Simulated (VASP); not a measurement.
# Ta2C3 (R-3m) in VASP: a series of runs

Runs on Ta2C3. Level: PBE. Tasks: single point, relaxation of cell and atoms.

Program: VASP 6.6.1. These are calculated values, not measurements. Logs are shortened: lines on timing, memory, paths and dates and some standing lists are left out, and cuts for length are marked.

### Step 1. The cell of the first run

The structure is trigonal, space group R-3m (No. 166). Conventional cell: a = 3.048 Å, b = 3.048 Å, c = 21.197 Å, α = 90.00°, β = 90.00°, γ = 120.00°. Ta (site symmetry 3m) has 6 C at 2.14 to 2.26 Å within 2.8 Å. C (site symmetry -3m) has 6 Ta at 2.26 Å and 12 C at 3.05 to 3.16 Å within 3.2 Å. Within 2.8 Å of C (site symmetry 3m) lie 3 Ta at 2.14 Å and 3 C at 2.53 Å.

### Step 2. Single point, PBE

INCAR reads:

```
SYSTEM = Ta2C3
ALGO = Normal
EDIFF = 1E-7
ENCUT = 520
GGA = PE
ISIF = 2
ISMEAR = 0
LASPH = .TRUE.
LCHARG = .FALSE.
LREAL = .FALSE.
LWAVE = .FALSE.
NBANDS = 25
NELM = 60
PREC = Accurate
SIGMA = 0.1
```

KPOINTS reads:

```
k-points
0
G
  6 6 6
  0 0 0
```

POSCAR reads:

```
Ta2C3
1.0
    1.5242173447      0.8800072943      7.0655205606
   -1.5242173447      0.8800072943      7.0655205606
    0.0000000000     -1.7600145885      7.0655205606
Ta C
2 3
Direct
    0.4000000000      0.4000000000      0.4000000000
    0.6000000000      0.6000000000      0.6000000000
    0.0000000000      0.0000000000      0.0000000000
    0.2095000000      0.2095000000      0.2095000000
    0.7905000000      0.7905000000      0.7905000000
```

Potentials or basis: VASP PAW PBE potentials, release 64 (Ta_pv, C).

Started as:

```sh
cat potpaw_PBE.64/Ta_pv/POTCAR potpaw_PBE.64/C/POTCAR > POTCAR
mpirun -np 1 vasp_std > vasp.out
```

OUTCAR:

```text
SYSTEM = Ta2C3
   EDIFF = 1E-7
   ENCUT = 520
   GGA = PE
   ISIF = 2
   ISMEAR = 0
   LASPH = .TRUE.
   LREAL = .FALSE.
   NELM = 60
   PREC = Accurate

 ion  position               nearest neighbor table
   1  0.400  0.400  0.400-   5 2.14   5 2.14   5 2.14   3 2.26   3 2.26   3 2.26   2 3.33   2 3.33
                             2 3.33
   2  0.600  0.600  0.600-   4 2.14   4 2.14   4 2.14   3 2.26   3 2.26   3 2.26   1 3.33   1 3.33
                             1 3.33
   3  0.000  0.000  0.000-   2 2.26   2 2.26   1 2.26   1 2.26   2 2.26   1 2.26
   4  0.209  0.209  0.209-   2 2.14   2 2.14   2 2.14
   5  0.791  0.791  0.791-   1 2.14   1 2.14   1 2.14

  LATTYP: Found a trigonal (rhomboedric) cell.
 ALAT       =     7.2814306386
 COS(alpha) =     0.9123624232

  Lattice vectors:

 A1 = (   1.5242173447,   0.8800072943,   7.0655205606)
 A2 = (  -1.5242173447,   0.8800072943,   7.0655205606)
 A3 = (   0.0000000000,  -1.7600145885,   7.0655205606)

Analysis of symmetry for initial positions (statically):
=====================================================================
 Subroutine PRICEL returns:
 Original cell was already a primitive cell.

 Routine SETGRP: Setting up the symmetry group for a
 trigonal (rhombohedral) supercell.

 Subroutine GETGRP returns: Found 12 space group operations
 (whereof 12 operations were pure point group operations)
 out of a pool of 12 trial point group operations.

The static configuration has the point symmetry D_3d.

Analysis of symmetry for dynamics (positions and initial velocities):
=====================================================================
 Subroutine PRICEL returns:
 Original cell was already a primitive cell.

 Routine SETGRP: Setting up the symmetry group for a
 trigonal (rhombohedral) supercell.

 Subroutine GETGRP returns: Found 12 space group operations
 (whereof 12 operations were pure point group operations)
 out of a pool of 12 trial point group operations.

The dynamic configuration has the point symmetry D_3d.

 Subroutine INISYM returns: Found 12 space group operations
 (whereof 12 operations are pure point group operations),
 and found     1 'primitive' translations

----------------------------------------------------------------------------------------

                                     Primitive cell

  volume of cell :      56.8628

  direct lattice vectors                    reciprocal lattice vectors
     1.524217345  0.880007294  7.065520561     0.328037207  0.189392370  0.047177463
    -1.524217345  0.880007294  7.065520561    -0.328037207  0.189392370  0.047177463
     0.000000000 -1.760014589  7.065520561     0.000000000 -0.378784739  0.047177463

  length of vectors
     7.281430639  7.281430639  7.281430639     0.381711398  0.381711398  0.381711398

  position of ions in fractional coordinates (direct lattice)
     0.400000000  0.400000000  0.400000000
     0.600000000  0.600000000  0.600000000
     0.000000000  0.000000000  0.000000000
     0.209500000  0.209500000  0.209500000
     0.790500000  0.790500000  0.790500000

  ion indices of the primitive-cell ions
   primitive index   ion index
                 1           1
                 2           2
                 3           3
                 4           4
                 5           5

----------------------------------------------------------------------------------------

 KPOINTS: k-points

Automatic generation of k-mesh.
 Grid dimensions read from file:
 generate k-points for:    6    6    6

 Generating k-lattice:

  Cartesian coordinates                     Fractional coordinates (reciprocal lattice)
     0.054672868  0.031565395  0.007862910     0.166666667 -0.000000000 -0.000000000
    -0.054672868  0.031565395  0.007862910    -0.000000000  0.166666667 -0.000000000
     0.000000000 -0.063130790  0.007862910    -0.000000000 -0.000000000  0.166666667

  Length of vectors
     0.063618566  0.063618566  0.063618566

  Shift w.r.t. Gamma in fractional coordinates (k-lattice)
     0.000000000  0.000000000  0.000000000

 Subroutine IBZKPT returns following result:
 ===========================================

 Found     32 irreducible k-points:

 Following reciprocal coordinates:
            Coordinates               Weight
  0.000000  0.000000  0.000000      1.000000
  0.166667  0.000000  0.000000      6.000000
  0.333333  0.000000  0.000000      6.000000
  0.500000  0.000000  0.000000      3.000000
  0.166667  0.166667  0.000000      6.000000
  0.333333  0.166667  0.000000     12.000000
[... 16 lines left out ...]
  0.500000  0.500000  0.166667      6.000000
 -0.333333  0.500000  0.166667     12.000000
 [... further k-points ...]
   k-points           NKPTS =     32   k-points in BZ     NKDIM =     32   number of bands    NBANDS=     25
   number of dos      NEDOS =    301   number of ions     NIONS =      5
   total plane-waves  NPLWV = 157464
   dimension x,y,z NGX =    54 NGY =   54 NGZ =   54
   dimension x,y,z NGXF=   108 NGYF=  108 NGZF=  108
   ions per type =               2   3
   NGX,Y,Z   is equivalent  to a cutoff of  12.33, 12.33, 12.33 a.u.
   NGXF,Y,Z  is equivalent  to a cutoff of  24.66, 24.66, 24.66 a.u.
 SYSTEM =  Ta2C3
   PREC   = accura    normal or accurate (medium, high low for compatibility)
   ISTART =      0    job   : 0-new  1-cont  2-samecut
   ICHARG =      2    charge: 1-file 2-atom 10-const
   ISPIN  =      1    spin polarized calculation?
   LNONCOLLINEAR =      F non collinear calculations
   LSORBIT =      F    spin-orbit coupling
   LASPH  =      T    aspherical Exc in radial PAW
   ENCUT  =  520.0 eV  38.22 Ry    6.18 a.u.  13.54 13.54 13.54*2*pi/ulx,y,z
   NELM   =     60;   NELMIN=  2; NELMDL= -5     # of ELM steps
   EDIFF  = 0.1E-06   stopping-criterion for ELM
   LREAL  =      F    real-space projection
   EDIFFG = 0.1E-05   stopping-criterion for IOM
   NSW    =      0    number of steps for IOM
   IBRION =     -1    ionic relax: 0-MD 1-quasi-New 2-CG
   NFREE  =      0    steps in history (QN), initial steepest desc. (CG)
   ISIF   =      2    stress and relaxation
   ISYM   =      2    0-nonsym 1-usesym 2-fastsym
   POTIM  = 0.5000    time-step for ionic-motion
   TEBEG  =    0.0;   TEEND  =   0.0 temperature during run
   PSTRESS=    0.0 pullay stress
   NELECT =      34.0000    total number of electrons
   NUPDOWN=      -1.0000    fix difference up-down
   EMIN   =  10.00;   EMAX   =-10.00  energy-range for DOS
   EFERMI =   0.00;   METHOD = LEGACY
   ISMEAR =     0;   SIGMA  =   0.10  broadening in eV -4-tet -1-fermi 0-gaus
   EFERMI_NEDOS =   21; number of points for ismear=-14 and -15
   IALGO  =     38    algorithm
   IMIX   =      4    mixing-type and parameters
     AMIX     =   0.40;   BMIX     =  1.00
     AMIX_MAG =   1.60;   BMIX_MAG =  1.00
  volume/ion in A,a.u.               =      11.37        76.75
  Fermi-wavevector in a.u.,A,eV,Ry     =   1.379193  2.606296 25.880627  1.902172
  Thomas-Fermi vector in A             =   2.504185
   LORBIT       =      0    0 simple, 1 ext, 2 COOP (PROOUT), +10 PAW based schemes
   GGA     = PE    functional components
   LHFCALC =     F    Hartree Fock is set to
   AEXX    =    0.0000 exact exchange contribution
   IVDW    =     0    specifies the selected vdW correction
   LEPSILON=     F    determine dielectric tensor
   LRPA    =     F    only Hartree local field effects (RPA)
 non-spin polarized calculation
 Gauss-broadening in eV      SIGMA  =   0.10
  energy-cutoff  :      520.00
  volume of cell :       56.86
 maximum number of plane-waves:      1542
   NGX = 27   NGY = 27   NGZ = 27

 number of electron      34.0000000 magnetization

 Free energy of the ion-electron system (eV)
  ---------------------------------------------------
  ext. energy  EPLUGINS =         0.00000000
  ---------------------------------------------------
  free energy    TOTEN  =       -47.05926363 eV

  energy without entropy =      -47.04382866  energy(sigma->0) =      -47.05154614

 E-fermi :   5.8263     XC(G=0): -12.4706

 val. band max:        5.7542120073   @ k =   0.5000   0.5000   0.0000
 cond. band min:       5.8315899499   @ k =  -0.1667   0.5000   0.1667
 fundamental gap:      0.0773779426
 Fermi energy:         5.8262910203

 k-point     1 :       0.0000    0.0000    0.0000
  band No.  band energies     occupation
      1     -28.5583      2.00000
      2     -28.3057      2.00000
      3     -28.0606      2.00000
      4     -28.0606      2.00000
      5     -28.0455      2.00000
      6     -28.0455      2.00000
[... 17 lines left out ...]
     24      11.2415      0.00000
     25      11.5480      0.00000

 k-point     2 :       0.1667    0.0000    0.0000
  band No.  band energies     occupation
      1     -28.5119      2.00000
      2     -28.3094      2.00000
      3     -28.2400      2.00000
      4     -28.2276      2.00000
      5     -28.1088      2.00000
      6     -28.0834      2.00000
[... 17 lines left out ...]
     24      10.2581      0.00000
     25      12.6073      0.00000

 k-point     3 :       0.3333    0.0000    0.0000
  band No.  band energies     occupation
      1     -28.6420      2.00000
      2     -28.6051      2.00000
      3     -28.3938      2.00000
      4     -28.2478      2.00000
      5     -28.2002      2.00000
      6     -28.1619      2.00000
[... 552 lines left out ...]
 k-point    23 :       0.5000    0.5000    0.1667
  band No.  band energies     occupation
      1     -28.6415      2.00000
      2     -28.6060      2.00000
      3     -28.3886      2.00000
      4     -28.2530      2.00000
      5     -28.2006      2.00000
      6     -28.1614      2.00000
[... 17 lines left out ...]
     24      10.9333      0.00000
     25      12.5669      0.00000

 k-point    24 :      -0.3333    0.5000    0.1667
  band No.  band energies     occupation
      1     -28.7223      2.00000
      2     -28.6895      2.00000
      3     -28.3499      2.00000
      4     -28.3316      2.00000
      5     -28.2977      2.00000
      6     -28.2429      2.00000
[... 17 lines left out ...]
     24      11.2864      0.00000
     25      13.1635      0.00000

 [... further k-points ...]

------------------------ aborting loop because EDIFF is reached ----------------------------------------

  FORCE on cell =-STRESS in cart. coord.  units (eV):
  Direction    XX          YY          ZZ          XY          YZ          ZX
  --------------------------------------------------------------------------------------
  -------------------------------------------------------------------------------------
  Total        6.0054177      6.0054177     -2.6239138     -0.0000000     -0.0000000      0.0000000
  in kB      169.2096834    169.2096834    -73.9318472     -0.0000000     -0.0000000      0.0000000
  external PRESSURE =      88.1625066 kB  Pullay stress =       0.0000000 kB

 VOLUME and BASIS-vectors are now :
 -----------------------------------------------------------------------------
  energy-cutoff  :      520.00
  volume of cell :       56.86
      direct lattice vectors                 reciprocal lattice vectors
     1.524217345  0.880007294  7.065520561     0.328037207  0.189392370  0.047177463
    -1.524217345  0.880007294  7.065520561    -0.328037207  0.189392370  0.047177463
     0.000000000 -1.760014589  7.065520561     0.000000000 -0.378784739  0.047177463

 POSITION                                       TOTAL-FORCE (eV/Angst)
 -----------------------------------------------------------------------------------
      0.00000      0.00000      8.47862         0.000000     -0.000000     -0.549334
      0.00000      0.00000     12.71794         0.000000      0.000000      0.549334
      0.00000      0.00000      0.00000        -0.000000     -0.000000      0.000000
      0.00000      0.00000      4.44068         0.000000      0.000000      0.830518
      0.00000      0.00000     16.75588         0.000000     -0.000000     -0.830518
 -----------------------------------------------------------------------------------
    total drift:                               -0.000000     -0.000000      0.000000

  FREE ENERGIE OF THE ION-ELECTRON SYSTEM (eV)
  ---------------------------------------------------
  free  energy   TOTEN  =       -47.0592636283 eV

  energy  without entropy=      -47.0438286592  energy(sigma->0) =      -47.05154614
```

Run time: 2.1 min. Hardware: 1 thread of Intel Xeon 6975P-C (Granite Rapids), shared host; peak memory 0.39 GiB.

What came out:

```yaml
Free_energy: -47.0593 eV
Pressure: 8.8 GPa
Largest_force: 0.831 eV/Å
Band_gap_on_the_k_mesh: zero (bands 17 and 18 overlap by 1.92 eV)
```

Forces on the atoms (eV/Å):
```
Ta   0.000  0.000 -0.549
Ta   0.000  0.000  0.549
C    0.000  0.000  0.000
C    0.000  0.000  0.831
C    0.000  0.000 -0.831
```

Stress tensor (GPa, compression positive):
```
16.92  0.00  0.00
 0.00 16.92  0.00
 0.00  0.00 -7.39
```

Caveat: the k points lie up to 0.40 Å⁻¹ apart, too coarse for converged energies and pressures of a metal; spin-orbit coupling is left out, which moves the levels of the heavy elements.

### Step 3. Single point, PBE

This run uses another cell than the first one, of 14.09 Å³/atom.

INCAR reads:

```
SYSTEM = Ta2C3
  PREC = Accurate
  ENCUT = 520
  EDIFF = 1E-6
  ISMEAR = 0
  SIGMA = 0.1
  LREAL = .False.
  LASPH = .True.
  NELM = 80
  ALGO = Normal
  ISIF = 2
  LWAVE = .False.
  LCHARG = .False.
  GGA = PE
  NBANDS = 25
```

KPOINTS reads:

```
regular mesh
0
Gamma
  6 6 6
  0 0 0
```

POSCAR reads:

```
Ta2C3
1.0
    1.6041808751      0.9261742601      7.9022613207
   -1.6041808751      0.9261742601      7.9022613207
    0.0000000000     -1.8523485202      7.9022613207
Ta C
2 3
Direct
    0.3898871962      0.3898871962      0.3898871962
    0.6101128038      0.6101128038      0.6101128038
    0.0000000000      0.0000000000      0.0000000000
    0.2344750029      0.2344750029      0.2344750029
    0.7655249971      0.7655249971      0.7655249971
```

Potentials or basis: VASP PAW PBE potentials, release 64 (Ta_pv, C).

Started as:

```sh
cat potpaw_PBE.64/Ta_pv/POTCAR potpaw_PBE.64/C/POTCAR > POTCAR
mpirun -np 1 vasp_std > vasp.out
```

Run time: 2.2 min. Hardware: 1 thread of Intel Xeon 6975P-C (Granite Rapids), shared host; peak memory 0.49 GiB.

The run converged. Its results:

```
Free energy            : -47.7977 eV
Pressure               : 0.7 GPa
Largest force          : 0.066 eV/Å
Band gap on the k mesh : zero (bands 17 and 18 overlap by 1.34 eV)
```

Forces in eV/Å, atoms in the order of the input:
```
Ta   0.000  0.000 -0.043
Ta   0.000  0.000  0.043
C    0.000  0.000  0.000
C    0.000  0.000 -0.066
C    0.000  0.000  0.066
```

Levels at points of the mesh, in eV from the Fermi level:
| k point | band 14 | band 15 | band 16 | band 17 | band 18 | band 19 | band 20 | band 21 |
| --- | --- | --- | --- | --- | --- | --- | --- | --- |
| (0.00, 0.00, 0.00) | -2.20 | -2.20 | 0.77 | 1.21 | 1.21 | 1.32 | 1.32 | 2.79 |
| (0.50, 0.00, 0.00) | -1.19 | -1.18 | -1.15 | 0.05 | 0.23 | 2.03 | 3.65 | 4.04 |
| (0.50, 0.50, 0.00) | -1.57 | -1.12 | -0.72 | -0.21 | 0.16 | 2.55 | 3.39 | 4.03 |
| (0.50, 0.50, 0.50) | -2.19 | -1.95 | 0.23 | 1.19 | 1.19 | 1.31 | 1.31 | 3.08 |

Caveat: the k points lie up to 0.38 Å⁻¹ apart, too coarse for converged energies and pressures of a metal; spin-orbit coupling is left out, which moves the levels of the heavy elements.

(Part 1 of 2 ends here.)

The gap in the log of VASP goes by the Fermi energy; the results here count the filled bands.